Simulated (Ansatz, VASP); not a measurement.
Two plane-wave programs on PbF2

INCAR

```
SYSTEM = PbF2
  PREC = Accurate
  ENCUT = 520
  EDIFF = 1E-6
  ISMEAR = 0
  SIGMA = 0.05
  LREAL = .False.
  LASPH = .True.
  NELM = 80
  ALGO = Normal
  ISIF = 2
  LWAVE = .False.
  LCHARG = .True.
  GGA = PE
  LELF = .True.
  LVHAR = .True.
  NBANDS = 21
```

KPOINTS

```
Automatic mesh
0
Gamma
  8 8 8
  0 0 0
```

File POSCAR:

```
PbF2
1.0
    0.0000000000      2.7211557324      3.5375024521
    2.7211557324      0.0000000000      3.5375024521
    2.7211557324      2.7211557324      0.0000000000
Pb F
1 2
Direct
    0.0000000000      0.0000000000      0.0000000000
    0.2500000000      0.2500000000      0.2500000000
    0.7500000000      0.7500000000      0.7500000000
```

Input for Ansatz:

```yaml
crystal:
  lattice:
    - [0.0, 2.7211557324, 3.5375024521]
    - [2.7211557324, 0.0, 3.5375024521]
    - [2.7211557324, 2.7211557324, 0.0]
  atoms:
    - { symbol: Pb, position: [0.0, 0.0, 0.0] }
    - { symbol: F, position: [0.25, 0.25, 0.25] }
    - { symbol: F, position: [0.75, 0.75, 0.75] }
basis:
  ecutwfc: 420
kpoints:
  mp_grid: { grid: [8, 8, 8] }
hamiltonian:
  xc: pbe
scf:
  occupations: { method: gaussian, width: 0.05 }
output:
  forces: true
  stress: true
  eigenvalues: true
```

Alike in both runs: task single point; functional PBE; k mesh 8 × 8 × 8; occupations gaussian, width 0.05 eV; no spin polarisation.

|  | VASP | Ansatz |
| --- | --- | --- |
| version | VASP 6.6.1 | Ansatz 0.2.0 |
| potentials or method | VASP PAW PBE potentials, release 64 (Pb_d, F), cutoff 520 eV | scalar-relativistic, plane waves, PAW |
| valence electrons in the cell | 28 | 28 |

```tsv
	VASP	Ansatz	Ansatz less VASP
gap on the k mesh at the Fermi level (eV)	3.18	3.18	+0.004
least direct gap on the mesh (eV)	4.11	4.11	+0.004
pressure (GPa)	-0.1	0.1	+0.21
traceless stress, the component that is largest in VASP (GPa)	-11.92	-11.93	-0.014
```

Spin-orbit coupling is off throughout.
